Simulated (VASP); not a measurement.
# VH2 (Fm-3m) in VASP: further runs

The runs below take VH2 through single point, with r2SCAN.

Everything below comes from runs of VASP 6.6.1. Logs are shortened: lines on timing, memory, paths and dates and some standing lists are left out, and cuts for length are marked.

**1. The cell of the first run**

The structure is cubic, space group Fm-3m (No. 225). Conventional cell: a = 4.166 Å, b = 4.166 Å, c = 4.166 Å, α = 90.00°, β = 90.00°, γ = 90.00°. Within 2.4 Å of V (site symmetry m-3m) lie 8 H at 1.80 Å. H (site symmetry -43m) has 4 V at 1.80 Å and 6 H at 2.08 Å within 2.4 Å.

**2. Single point, r2SCAN**

Contents of POSCAR:

```
VH2
1.0
    0.0000000000      2.0829523373      2.0829523373
    2.0829523373      0.0000000000      2.0829523373
    2.0829523373      2.0829523373      0.0000000000
V H
1 2
Direct
    0.0000000000      0.0000000000      0.0000000000
    0.2500000000      0.2500000000      0.2500000000
    0.7500000000      0.7500000000      0.7500000000
```

Contents of INCAR.step1:

```
  PREC = Accurate
  ENCUT = 520
  ISMEAR = 0
  SIGMA = 0.1
  LREAL = F
  LASPH = T
  NELM = 100
  NBANDS = 14
  GGA = PE
  ALGO = Normal
  EDIFF = 1E-4
  LWAVE = T
  LCHARG = F
```

Contents of INCAR.step2:

```
  PREC = Accurate
  ENCUT = 520
  EDIFF = 1E-7
  ISMEAR = 0
  SIGMA = 0.1
  LREAL = F
  LASPH = T
  NELM = 100
  ALGO = Normal
  ISIF = 2
  LWAVE = F
  LCHARG = F
  METAGGA = R2SCAN
  LMIXTAU = T
  NBANDS = 14
  ISTART = 1
```

Contents of KPOINTS:

```
regular mesh
0
Gamma
  16 16 16
```

Potentials or basis: VASP PAW PBE potentials, release 64 (V_sv, H).

On the command line:

```console
$ cat potpaw_PBE.64/V_sv/POTCAR potpaw_PBE.64/H/POTCAR > POTCAR
$ cp INCAR.step1 INCAR
$ mpirun -np 1 vasp_std > vasp.out
$ cp INCAR.step2 INCAR
$ mpirun -np 1 vasp_std > vasp.out
```

OUTCAR:

```text
PREC = Accurate
   ENCUT = 520
   EDIFF = 1E-7
   ISMEAR = 0
   LREAL = F
   LASPH = T
   NELM = 100
   ISIF = 2
   METAGGA = R2SCAN
   ISTART = 1

 ion  position               nearest neighbor table
   1  0.000  0.000  0.000-   3 1.80   3 1.80   3 1.80   2 1.80   3 1.80   2 1.80   2 1.80   2 1.80

   2  0.250  0.250  0.250-   1 1.80   1 1.80   1 1.80   1 1.80
   3  0.750  0.750  0.750-   1 1.80   1 1.80   1 1.80   1 1.80

  LATTYP: Found a face centered cubic cell.
 ALAT       =     4.1659046746

  Lattice vectors:

 A1 = (   0.0000000000,   2.0829523373,   2.0829523373)
 A2 = (   2.0829523373,   0.0000000000,   2.0829523373)
 A3 = (   2.0829523373,   2.0829523373,   0.0000000000)

Analysis of symmetry for initial positions (statically):
=====================================================================
 Subroutine PRICEL returns:
 Original cell was already a primitive cell.

 Routine SETGRP: Setting up the symmetry group for a
 face centered cubic supercell.

 Subroutine GETGRP returns: Found 48 space group operations
 (whereof 48 operations were pure point group operations)
 out of a pool of 48 trial point group operations.

The static configuration has the point symmetry O_h .

Analysis of symmetry for dynamics (positions and initial velocities):
=====================================================================
 Subroutine PRICEL returns:
 Original cell was already a primitive cell.

 Routine SETGRP: Setting up the symmetry group for a
 face centered cubic supercell.

 Subroutine GETGRP returns: Found 48 space group operations
 (whereof 48 operations were pure point group operations)
 out of a pool of 48 trial point group operations.

The dynamic configuration has the point symmetry O_h .

 Subroutine INISYM returns: Found 48 space group operations
 (whereof 48 operations are pure point group operations),
 and found     1 'primitive' translations

----------------------------------------------------------------------------------------

                                     Primitive cell

  volume of cell :      18.0746

  direct lattice vectors                    reciprocal lattice vectors
     0.000000000  2.082952337  2.082952337    -0.240043899  0.240043899  0.240043899
     2.082952337  0.000000000  2.082952337     0.240043899 -0.240043899  0.240043899
     2.082952337  2.082952337  0.000000000     0.240043899  0.240043899 -0.240043899

  length of vectors
     2.945739445  2.945739445  2.945739445     0.415768229  0.415768229  0.415768229

  position of ions in fractional coordinates (direct lattice)
     0.000000000  0.000000000  0.000000000
     0.250000000  0.250000000  0.250000000
     0.750000000  0.750000000  0.750000000

  ion indices of the primitive-cell ions
   primitive index   ion index
                 1           1
                 2           2
                 3           3

----------------------------------------------------------------------------------------

 KPOINTS: regular mesh

Automatic generation of k-mesh.
 Grid dimensions read from file:
 generate k-points for:   16   16   16

 Generating k-lattice:

  Cartesian coordinates                     Fractional coordinates (reciprocal lattice)
    -0.015002744  0.015002744  0.015002744     0.062500000  0.000000000  0.000000000
     0.015002744 -0.015002744  0.015002744     0.000000000  0.062500000  0.000000000
     0.015002744  0.015002744 -0.015002744     0.000000000  0.000000000  0.062500000

  Length of vectors
     0.025985514  0.025985514  0.025985514

  Shift w.r.t. Gamma in fractional coordinates (k-lattice)
     0.000000000  0.000000000  0.000000000

 Subroutine IBZKPT returns following result:
 ===========================================

 Found    145 irreducible k-points:

 Following reciprocal coordinates:
            Coordinates               Weight
  0.000000  0.000000  0.000000      1.000000
  0.062500  0.000000  0.000000      8.000000
  0.125000  0.000000  0.000000      8.000000
  0.187500  0.000000  0.000000      8.000000
  0.250000  0.000000  0.000000      8.000000
  0.312500  0.000000  0.000000      8.000000
[... 16 lines left out ...]
 -0.125000  0.062500  0.000000     24.000000
 -0.062500  0.062500  0.000000     12.000000
 [... further k-points ...]
   k-points           NKPTS =    145   k-points in BZ     NKDIM =    145   number of bands    NBANDS=     14
   number of dos      NEDOS =    301   number of ions     NIONS =      3
   total plane-waves  NPLWV =  13824
   dimension x,y,z NGX =    24 NGY =   24 NGZ =   24
   dimension x,y,z NGXF=    48 NGYF=   48 NGZF=   48
   ions per type =               1   2
   NGX,Y,Z   is equivalent  to a cutoff of  13.54, 13.54, 13.54 a.u.
   NGXF,Y,Z  is equivalent  to a cutoff of  27.09, 27.09, 27.09 a.u.
 SYSTEM =  unknown system
   PREC   = accura    normal or accurate (medium, high low for compatibility)
   ISTART =      1    job   : 0-new  1-cont  2-samecut
   ICHARG =      0    charge: 1-file 2-atom 10-const
   ISPIN  =      1    spin polarized calculation?
   LNONCOLLINEAR =      F non collinear calculations
   LSORBIT =      F    spin-orbit coupling
   LASPH  =      T    aspherical Exc in radial PAW
   ENCUT  =  520.0 eV  38.22 Ry    6.18 a.u.   5.48  5.48  5.48*2*pi/ulx,y,z
   NELM   =    100;   NELMIN=  2; NELMDL=  0     # of ELM steps
   EDIFF  = 0.1E-06   stopping-criterion for ELM
   LREAL  =      F    real-space projection
   EDIFFG = 0.1E-05   stopping-criterion for IOM
   NSW    =      0    number of steps for IOM
   IBRION =     -1    ionic relax: 0-MD 1-quasi-New 2-CG
   NFREE  =      0    steps in history (QN), initial steepest desc. (CG)
   ISIF   =      2    stress and relaxation
   ISYM   =      2    0-nonsym 1-usesym 2-fastsym
   POTIM  = 0.5000    time-step for ionic-motion
   TEBEG  =    0.0;   TEEND  =   0.0 temperature during run
   PSTRESS=    0.0 pullay stress
   NELECT =      15.0000    total number of electrons
   NUPDOWN=      -1.0000    fix difference up-down
   EMIN   =  10.00;   EMAX   =-10.00  energy-range for DOS
   EFERMI =   0.00;   METHOD = LEGACY
   ISMEAR =     0;   SIGMA  =   0.10  broadening in eV -4-tet -1-fermi 0-gaus
   EFERMI_NEDOS =   21; number of points for ismear=-14 and -15
   IALGO  =     38    algorithm
   IMIX   =      4    mixing-type and parameters
     AMIX     =   0.40;   BMIX     =  1.00
     AMIX_MAG =   1.60;   BMIX_MAG =  1.00
  volume/ion in A,a.u.               =       6.02        40.66
  Fermi-wavevector in a.u.,A,eV,Ry     =   1.538447  2.907244 32.202537  2.366820
  Thomas-Fermi vector in A             =   2.644814
   LORBIT       =      0    0 simple, 1 ext, 2 COOP (PROOUT), +10 PAW based schemes
   METAGGA = R2SCAN    functional components
   LHFCALC =     F    Hartree Fock is set to
   AEXX    =    0.0000 exact exchange contribution
   IVDW    =     0    specifies the selected vdW correction
   LEPSILON=     F    determine dielectric tensor
   LRPA    =     F    only Hartree local field effects (RPA)
 non-spin polarized calculation
 Gauss-broadening in eV      SIGMA  =   0.10
  energy-cutoff  :      520.00
  volume of cell :       18.07
 maximum number of plane-waves:       531
 NGX is ok and might be reduce to    24
   NGX = 11   NGY = 11   NGZ = 11

 number of electron      14.9999997 magnetization

 Free energy of the ion-electron system (eV)
  ---------------------------------------------------
  ext. energy  EPLUGINS =         0.00000000
  ---------------------------------------------------
  free energy    TOTEN  =       -21.73782535 eV

  energy without entropy =      -21.73146273  energy(sigma->0) =      -21.73464404

 E-fermi :   9.0127     XC(G=0): -13.4429

 val. band max:        9.0052411791   @ k =   0.2500   0.2500   0.0000
 cond. band min:       9.0148556719   @ k =   0.5000   0.2500   0.0625
 fundamental gap:      0.0096144928
 Fermi energy:         9.0127079613

 k-point     1 :       0.0000    0.0000    0.0000
  band No.  band energies     occupation
      1     -58.2214      2.00000
      2     -30.7535      2.00000
      3     -30.7535      2.00000
      4     -30.7535      2.00000
      5      -3.5298      2.00000
      6       7.9334      2.00000
      7       7.9334      2.00000
      8       7.9334      2.00000
      9       9.8486      0.00000
     10       9.8486      0.00000
     11       9.8863      0.00000
     12      26.2068      0.00000
     13      27.6457      0.00000
     14      27.6457      0.00000

 k-point     2 :       0.0625    0.0000    0.0000
  band No.  band energies     occupation
      1     -58.2188      2.00000
      2     -30.7709      2.00000
      3     -30.7556      2.00000
      4     -30.7556      2.00000
      5      -3.4161      2.00000
      6       7.2772      2.00000
      7       7.9781      2.00000
      8       7.9781      2.00000
      9       9.8229      0.00000
     10       9.8229      0.00000
     11      10.6107      0.00000
     12      24.8929      0.00000
     13      27.5783      0.00000
     14      27.5783      0.00000

 k-point     3 :       0.1250    0.0000    0.0000
  band No.  band energies     occupation
      1     -58.2114      2.00000
      2     -30.8205      2.00000
      3     -30.7618      2.00000
      4     -30.7617      2.00000
      5      -3.0839      2.00000
      6       6.2176      2.00000
      7       8.0946      2.00000
      8       8.0946      2.00000
      9       9.7675      0.00000
     10       9.7675      0.00000
     11      11.8452      0.00000
     12      23.0755      0.00000
     13      26.9442      0.00000
     14      27.4000      0.00000

 k-point     4 :       0.1875    0.0000    0.0000
  band No.  band energies     occupation
      1     -58.2003      2.00000
      2     -30.8940      2.00000
      3     -30.7709      2.00000
      4     -30.7709      2.00000
      5      -2.5596      2.00000
      6       5.2160      2.00000
      7       8.2258      2.00000
      8       8.2258      2.00000
      9       9.7477      0.00000
     10       9.7477      0.00000
     11      13.0419      0.00000
     12      21.3582      0.00000
     13      25.6942      0.00000
     14      27.1232      0.00000

 k-point     5 :       0.2500    0.0000    0.0000
  band No.  band energies     occupation
      1     -58.1872      2.00000
      2     -30.9798      2.00000
      3     -30.7817      2.00000
      4     -30.7817      2.00000
      5      -1.8907      2.00000
      6       4.3564      2.00000
      7       8.2890      2.00000
      8       8.2891      2.00000
      9       9.8490      0.00000
     10       9.8490      0.00000
     11      13.9614      0.00000
[... 276 lines left out ...]
 k-point    22 :      -0.1875    0.0625    0.0000
  band No.  band energies     occupation
      1     -58.1943      2.00000
      2     -30.9258      2.00000
      3     -30.7899      2.00000
      4     -30.7704      2.00000
      5      -2.2562      2.00000
      6       4.7860      2.00000
      7       8.2411      2.00000
      8       8.3336      2.00000
      9       9.5431      0.00000
     10       9.9558      0.00000
     11      13.5468      0.00000
     12      20.8008      0.00000
     13      24.8650      0.00000
     14      25.5655      0.00000

 k-point    23 :      -0.1250    0.0625    0.0000
  band No.  band energies     occupation
      1     -58.2060      2.00000
      2     -30.8503      2.00000
      3     -30.7771      2.00000
      4     -30.7617      2.00000
      5      -2.8318      2.00000
      6       5.6759      2.00000
      7       8.1664      2.00000
      8       8.1899      2.00000
      9       9.5930      0.00000
     10       9.8740      0.00000
     11      12.4970      0.00000
     12      22.3330      0.00000
     13      25.8241      0.00000
     14      26.3613      0.00000

 k-point    24 :      -0.0625    0.0625    0.0000
  band No.  band energies     occupation
      1     -58.2146      2.00000
      2     -30.7958      2.00000
      3     -30.7650      2.00000
      4     -30.7565      2.00000
      5      -3.2294      2.00000
      6       6.6026      2.00000
      7       8.0477      2.00000
      8       8.0549      2.00000
      9       9.7146      0.00000
     10       9.8545      0.00000
     11      11.3848      0.00000
     12      23.8327      0.00000
     13      26.5468      0.00000
     14      27.5600      0.00000

 [... further k-points ...]
[... 5 lines left out ...]
  --------------------------------------------------------------------------------------
  -------------------------------------------------------------------------------------
  Total        0.3844345      0.3844345      0.3844345     -0.0000000      0.0000000      0.0000000
  in kB       34.0772839     34.0772839     34.0772839     -0.0000000      0.0000000      0.0000000
  external PRESSURE =      34.0772839 kB  Pullay stress =       0.0000000 kB

 VOLUME and BASIS-vectors are now :
 -----------------------------------------------------------------------------
  energy-cutoff  :      520.00
  volume of cell :       18.07
      direct lattice vectors                 reciprocal lattice vectors
     0.000000000  2.082952337  2.082952337    -0.240043899  0.240043899  0.240043899
     2.082952337  0.000000000  2.082952337     0.240043899 -0.240043899  0.240043899
     2.082952337  2.082952337  0.000000000     0.240043899  0.240043899 -0.240043899

 POSITION                                       TOTAL-FORCE (eV/Angst)
 -----------------------------------------------------------------------------------
      0.00000      0.00000      0.00000        -0.000000     -0.000000     -0.000000
      1.04148      1.04148      1.04148         0.000000      0.000000      0.000000
      3.12443      3.12443      3.12443        -0.000000     -0.000000     -0.000000
 -----------------------------------------------------------------------------------
    total drift:                               -0.000000      0.000000      0.000000

  FREE ENERGIE OF THE ION-ELECTRON SYSTEM (eV)
  ---------------------------------------------------
  free  energy   TOTEN  =       -21.7378253493 eV

  energy  without entropy=      -21.7314627296  energy(sigma->0) =      -21.73464404
```

Run time: 50 s. Hardware: 1 thread of Intel Xeon 6975P-C (Granite Rapids), shared host; peak memory 0.17 GiB.

What came out:

| Item | Value |
| --- | --- |
| Free energy | -21.7378 eV |
| Pressure | 3.4 GPa |
| Band gap on the k mesh | zero (an odd number of electrons rules out a gap without spin polarisation) |

Levels at points of the mesh, in eV from the Fermi level:
```
           k point  band 6  band 7  band 8  band 9  band 10  band 11
(0.00, 0.00, 0.00)   -1.08   -1.08   -1.08    0.84     0.84     0.87
(0.50, 0.00, 0.00)   -6.25   -0.94   -0.94    1.69     1.69     4.72
(0.50, 0.50, 0.00)   -6.27   -3.98    1.78    1.82     1.82     7.63
```

Caveat: the cell stands under pressure; the PAW data sets were made with another functional, which shifts forces and pressure a little; an odd number of electrons without spin polarisation forces a metal; a magnetic or distorted state may lie lower.

[end of part 1 of 2]

The gap in the log of VASP goes by the Fermi energy; the results here count the filled bands.